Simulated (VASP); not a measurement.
# TiTe2 (P-3m1) in VASP: relaxation of cell and atoms with PBEsol

Aim: the relaxation of cell and atoms of TiTe2 with PBEsol.

Everything below comes from runs of VASP 6.6.1. Logs are shortened: lines on timing, memory, paths and dates and some standing lists are left out, and cuts for length are marked.

**1. The cell of the first run**

Symmetry: P-3m1, No. 164, trigonal system. Conventional cell: a = 3.696 Å, b = 3.696 Å, c = 6.383 Å, α = 90.00°, β = 90.00°, γ = 120.00°. Within 3.7 Å of Ti (site symmetry -3m) lie 6 Te at 2.75 Å and 6 Ti at 3.70 Å. Te (site symmetry 3m) has 3 Ti at 2.75 Å and 9 Te at 3.62 to 3.70 Å within 3.7 Å.

**2. Relaxation of cell and atoms, PBEsol**

INCAR reads:

```
SYSTEM = TiTe2
ALGO = Normal
EDIFF = 1E-6
EDIFFG = -0.005
ENCUT = 600
GGA = PS
IBRION = 2
ISIF = 3
ISMEAR = 0
LASPH = .TRUE.
LCHARG = .FALSE.
LREAL = .FALSE.
LWAVE = .FALSE.
NELM = 100
NSW = 70
PREC = Accurate
SIGMA = 0.1
```

KPOINTS reads:

```
k-points
0
G
  15 15 8
  0 0 0
```

POSCAR reads:

```
TiTe2
1.0
    3.6962848798      0.0000000000      0.0000000000
   -1.8481424399      3.2010766055      0.0000000000
    0.0000000000      0.0000000000      6.3828329701
Ti Te
1 2
Direct
    0.0000000000      0.0000000000      0.0000000000
    0.6666666667      0.3333333333      0.2711838248
    0.3333333333      0.6666666667      0.7288161752
```

Potentials or basis: VASP PAW PBE potentials, release 64 (Ti_sv, Te).

Run with:

```bash
$ cat potpaw_PBE.64/Ti_sv/POTCAR potpaw_PBE.64/Te/POTCAR > POTCAR
$ mpirun -np 1 vasp_std > vasp.out
```

OUTCAR:

```text
SYSTEM = TiTe2
   EDIFF = 1E-6
   EDIFFG = -0.005
   ENCUT = 600
   GGA = PS
   IBRION = 2
   ISIF = 3
   ISMEAR = 0
   LASPH = .TRUE.
   LREAL = .FALSE.
   NELM = 100
   NSW = 70
   PREC = Accurate

 ion  position               nearest neighbor table
   1  0.000  0.000  0.000-   2 2.75   3 2.75   3 2.75   2 2.75   2 2.75   3 2.75
   2  0.667  0.333  0.271-   1 2.75   1 2.75   1 2.75   3 3.62   3 3.62   3 3.62
   3  0.333  0.667  0.729-   1 2.75   1 2.75   1 2.75   2 3.62   2 3.62   2 3.62

  LATTYP: Found a hexagonal cell.
 ALAT       =     3.6962848798
 C/A-ratio  =     1.7268238725

  Lattice vectors:

 A1 = (   3.6962848798,   0.0000000000,   0.0000000000)
 A2 = (  -1.8481424399,   3.2010766055,   0.0000000000)
 A3 = (   0.0000000000,   0.0000000000,   6.3828329701)

Analysis of symmetry for initial positions (statically):
=====================================================================
 Subroutine PRICEL returns:
 Original cell was already a primitive cell.

 Routine SETGRP: Setting up the symmetry group for a
 hexagonal supercell.

 Subroutine GETGRP returns: Found 12 space group operations
 (whereof 12 operations were pure point group operations)
 out of a pool of 24 trial point group operations.

The static configuration has the point symmetry D_3d.

Analysis of symmetry for dynamics (positions and initial velocities):
=====================================================================
 Subroutine PRICEL returns:
 Original cell was already a primitive cell.

 Routine SETGRP: Setting up the symmetry group for a
 hexagonal supercell.

 Subroutine GETGRP returns: Found 12 space group operations
 (whereof 12 operations were pure point group operations)
 out of a pool of 24 trial point group operations.

The dynamic configuration has the point symmetry D_3d.

 Subroutine INISYM returns: Found 12 space group operations
 (whereof 12 operations are pure point group operations),
 and found     1 'primitive' translations

----------------------------------------------------------------------------------------

                                     Primitive cell

  volume of cell :      75.5223

  direct lattice vectors                    reciprocal lattice vectors
     3.696284880  0.000000000  0.000000000     0.270541918  0.156197449  0.000000000
    -1.848142440  3.201076605  0.000000000     0.000000000  0.312394898  0.000000000
     0.000000000  0.000000000  6.382832970     0.000000000  0.000000000  0.156670244

  length of vectors
     3.696284880  3.696284880  6.382832970     0.312394898  0.312394898  0.156670244

  position of ions in fractional coordinates (direct lattice)
     0.000000000  0.000000000  0.000000000
     0.666666667  0.333333333  0.271183825
     0.333333333  0.666666667  0.728816175

  ion indices of the primitive-cell ions
   primitive index   ion index
                 1           1
                 2           2
                 3           3

----------------------------------------------------------------------------------------

 KPOINTS: k-points

Automatic generation of k-mesh.
 Grid dimensions read from file:
 generate k-points for:   15   15    8

 Generating k-lattice:

  Cartesian coordinates                     Fractional coordinates (reciprocal lattice)
     0.018036128  0.010413163  0.000000000     0.066666667  0.000000000  0.000000000
     0.000000000  0.020826327  0.000000000     0.000000000  0.066666667  0.000000000
     0.000000000  0.000000000  0.019583781     0.000000000  0.000000000  0.125000000

  Length of vectors
     0.020826327  0.020826327  0.019583781

  Shift w.r.t. Gamma in fractional coordinates (k-lattice)
     0.000000000  0.000000000  0.000000000

 Subroutine IBZKPT returns following result:
 ===========================================

 Found    192 irreducible k-points:

 Following reciprocal coordinates:
            Coordinates               Weight
  0.000000  0.000000  0.000000      1.000000
  0.066667  0.000000  0.000000      6.000000
  0.133333  0.000000  0.000000      6.000000
  0.200000  0.000000  0.000000      6.000000
  0.266667  0.000000  0.000000      6.000000
  0.333333  0.000000  0.000000      6.000000
[... 16 lines left out ...]
  0.333333  0.200000  0.000000     12.000000
  0.400000  0.200000  0.000000      6.000000
 [... further k-points ...]
   k-points           NKPTS =    192   k-points in BZ     NKDIM =    192   number of bands    NBANDS=     16
   number of dos      NEDOS =    301   number of ions     NIONS =      3
   total plane-waves  NPLWV =  48600
   dimension x,y,z NGX =    30 NGY =   30 NGZ =   54
   dimension x,y,z NGXF=    60 NGYF=   60 NGZF=  108
   ions per type =               1   2
   NGX,Y,Z   is equivalent  to a cutoff of  13.49, 13.49, 14.06 a.u.
   NGXF,Y,Z  is equivalent  to a cutoff of  26.99, 26.99, 28.13 a.u.
 SYSTEM =  TiTe2
   PREC   = accura    normal or accurate (medium, high low for compatibility)
   ISTART =      0    job   : 0-new  1-cont  2-samecut
   ICHARG =      2    charge: 1-file 2-atom 10-const
   ISPIN  =      1    spin polarized calculation?
   LNONCOLLINEAR =      F non collinear calculations
   LSORBIT =      F    spin-orbit coupling
   LASPH  =      T    aspherical Exc in radial PAW
   ENCUT  =  600.0 eV  44.10 Ry    6.64 a.u.   7.38  7.38 12.75*2*pi/ulx,y,z
   NELM   =    100;   NELMIN=  2; NELMDL= -5     # of ELM steps
   EDIFF  = 0.1E-05   stopping-criterion for ELM
   LREAL  =      F    real-space projection
   EDIFFG = -.5E-02   stopping-criterion for IOM
   NSW    =     70    number of steps for IOM
   IBRION =      2    ionic relax: 0-MD 1-quasi-New 2-CG
   NFREE  =      1    steps in history (QN), initial steepest desc. (CG)
   ISIF   =      3    stress and relaxation
   ISYM   =      2    0-nonsym 1-usesym 2-fastsym
   POTIM  = 0.5000    time-step for ionic-motion
   TEBEG  =    0.0;   TEEND  =   0.0 temperature during run
   PSTRESS=    0.0 pullay stress
   NELECT =      24.0000    total number of electrons
   NUPDOWN=      -1.0000    fix difference up-down
   EMIN   =  10.00;   EMAX   =-10.00  energy-range for DOS
   EFERMI =   0.00;   METHOD = LEGACY
   ISMEAR =     0;   SIGMA  =   0.10  broadening in eV -4-tet -1-fermi 0-gaus
   EFERMI_NEDOS =   21; number of points for ismear=-14 and -15
   IALGO  =     38    algorithm
   IMIX   =      4    mixing-type and parameters
     AMIX     =   0.40;   BMIX     =  1.00
     AMIX_MAG =   1.60;   BMIX_MAG =  1.00
  volume/ion in A,a.u.               =      25.17       169.88
  Fermi-wavevector in a.u.,A,eV,Ry     =   1.117173  2.111150 16.981084  1.248074
  Thomas-Fermi vector in A             =   2.253793
   LORBIT       =      0    0 simple, 1 ext, 2 COOP (PROOUT), +10 PAW based schemes
   GGA     = PS    functional components
   LHFCALC =     F    Hartree Fock is set to
   AEXX    =    0.0000 exact exchange contribution
   IVDW    =     0    specifies the selected vdW correction
   LEPSILON=     F    determine dielectric tensor
   LRPA    =     F    only Hartree local field effects (RPA)
 conjugate gradient relaxation of ions
 non-spin polarized calculation
 Gauss-broadening in eV      SIGMA  =   0.10
  energy-cutoff  :      600.00
  volume of cell :       75.52
 maximum number of plane-waves:      2557
 NGX is ok and might be reduce to    30
   NGX = 15   NGY = 15   NGZ = 25

--------------------------------------- Ionic step        1  -------------------------------------------

 number of electron      24.0000000 magnetization

 Free energy of the ion-electron system (eV)
  ---------------------------------------------------
  ext. energy  EPLUGINS =         0.00000000
  ---------------------------------------------------
  free energy    TOTEN  =       -17.54001831 eV

  energy without entropy =      -17.53264130  energy(sigma->0) =      -17.53632980

------------------------ aborting loop because EDIFF is reached ----------------------------------------

  FORCE on cell =-STRESS in cart. coord.  units (eV):
  Direction    XX          YY          ZZ          XY          YZ          ZX
  --------------------------------------------------------------------------------------
  -------------------------------------------------------------------------------------
  Total       -0.0601343     -0.0601343     -0.0542082      0.0000000      0.0000000      0.0000000
  in kB       -1.2757266     -1.2757266     -1.1500075      0.0000000      0.0000000      0.0000000
  external PRESSURE =      -1.2338202 kB  Pullay stress =       0.0000000 kB
[... 281 lines left out ...]
  energy  without entropy=      -17.5347309901  energy(sigma->0) =      -17.53843360

--------------------------------------- Ionic step        9  -------------------------------------------

 number of electron      24.0000001 magnetization

 Free energy of the ion-electron system (eV)
  ---------------------------------------------------
  ext. energy  EPLUGINS =         0.00000000
  ---------------------------------------------------
  free energy    TOTEN  =       -17.54216632 eV

  energy without entropy =      -17.53475824  energy(sigma->0) =      -17.53846228

 E-fermi :   7.3604     XC(G=0): -10.2640

 val. band max:        7.3552270246   @ k =   0.0667   0.0000   0.5000
 cond. band min:       7.3618403055   @ k =   0.1333   0.0000   0.1250
 fundamental gap:      0.0066132809
 Fermi energy:         7.3604092551

 k-point     1 :       0.0000    0.0000    0.0000
  band No.  band energies     occupation
      1     -49.7719      2.00000
      2     -26.1372      2.00000
      3     -26.1372      2.00000
      4     -26.1082      2.00000
      5      -5.3841      2.00000
      6      -3.7499      2.00000
[... 8 lines left out ...]
     15       8.6484      0.00000
     16      10.5422      0.00000
[... 420 lines left out ...]
  band No.  band energies     occupation
      1     -49.7673      2.00000
      2     -26.1856      2.00000
      3     -26.1618      2.00000
      4     -26.0941      2.00000
      5      -3.2625      2.00000
      6      -3.0851      2.00000
[... 8 lines left out ...]
     15       8.8992      0.00000
     16       9.6655      0.00000

 [... further k-points ...]

------------------------ aborting loop because EDIFF is reached ----------------------------------------

  FORCE on cell =-STRESS in cart. coord.  units (eV):
  Direction    XX          YY          ZZ          XY          YZ          ZX
  --------------------------------------------------------------------------------------
  -------------------------------------------------------------------------------------
  Total        0.0065356      0.0065356      0.0023595      0.0000000      0.0000000      0.0000000
  in kB        0.1375611      0.1375611      0.0496626      0.0000000      0.0000000      0.0000000
  external PRESSURE =       0.1082616 kB  Pullay stress =       0.0000000 kB
[... 18 lines left out ...]
  FREE ENERGIE OF THE ION-ELECTRON SYSTEM (eV)
  ---------------------------------------------------
  free  energy   TOTEN  =       -17.5421663187 eV

  energy  without entropy=      -17.5347582398  energy(sigma->0) =      -17.53846228

 reached required accuracy - stopping structural energy minimisation
```

It took 34 min on 1 thread of Intel Xeon 8259CL, shared host; peak memory 0.47 GiB.

What came out:

| Quantity | Value |
| --- | --- |
| Free energy | -17.5422 eV |
| Relaxed volume | 25.37 Å³/atom |
| Relaxed cell | a = 3.696 Å, b = 3.696 Å, c = 6.435 Å, α = 90.00°, β = 90.00°, γ = 120.00° |
| Space group after relaxing (to 0.1 Å) | P-3m1 (No. 164) |
| Energy gained by relaxing | 0.7 meV/atom |
| Ionic steps | 9 |
| Pressure after relaxing | 0.0 GPa |
| Largest force after relaxing | 0.005 eV/Å |
| Band gap on the k mesh | zero (bands 12 and 13 overlap by 0.81 eV) |

Forces in eV/Å, atoms in the order of the input:
```
Ti   0.000  0.000  0.000
Te   0.000  0.000 -0.005
Te   0.000  0.000  0.005
```

Step by step:
| step | energy change (eV) | largest force (eV/Å) | pressure (GPa) | volume (Å³) |
| --- | --- | --- | --- | --- |
| 1 | 0.0000 | 0.1103 | -0.12 | 75.52 |
| 2 | -0.0007 | 0.0339 | 0.28 | 75.31 |
| 3 | -0.0007 | 0.0337 | 0.28 | 75.31 |
| 4 | -0.0013 | 0.0215 | 0.20 | 75.55 |
| 5 | -0.0020 | 0.0077 | 0.00 | 76.14 |
| 6 | -0.0021 | 0.0035 | -0.03 | 76.17 |
| 7 | -0.0021 | 0.0131 | -0.07 | 76.19 |
| 8 | -0.0021 | 0.0057 | 0.09 | 76.04 |
| 9 | -0.0021 | 0.0047 | 0.01 | 76.12 |

Final structure:
```cif
data_structure
_symmetry_space_group_name_H-M 'P 1'
_symmetry_Int_Tables_number 1
_cell_length_a 3.6959
_cell_length_b 3.6959
_cell_length_c 6.4349
_cell_angle_alpha 90.000
_cell_angle_beta 90.000
_cell_angle_gamma 120.000
_cell_volume 76.12
loop_
_atom_site_label
_atom_site_type_symbol
_atom_site_fract_x
_atom_site_fract_y
_atom_site_fract_z
_atom_site_occupancy
Ti1 Ti 0.00000 0.00000 0.00000 1
Te1 Te 0.66667 0.33333 0.26797 1
Te2 Te 0.33333 0.66667 0.73203 1
```

Levels at points of the mesh, in eV from the Fermi level:
| k point | band 10 | band 11 | band 12 | band 13 | band 14 | band 15 |
| --- | --- | --- | --- | --- | --- | --- |
| (0.00, 0.00, 0.00) | 0.22 | 0.43 | 0.43 | 0.62 | 1.29 | 1.29 |
| (0.00, 0.00, 0.50) | -1.53 | 0.42 | 0.42 | 0.91 | 0.91 | 1.06 |

Caveat: the PAW data sets were made with another functional, which shifts forces and pressure a little; spin-orbit coupling is left out, which moves the levels of the heavy elements; this functional lacks dispersion, which binds layers or chains, so the pressure and a relaxed spacing across them are unreliable.
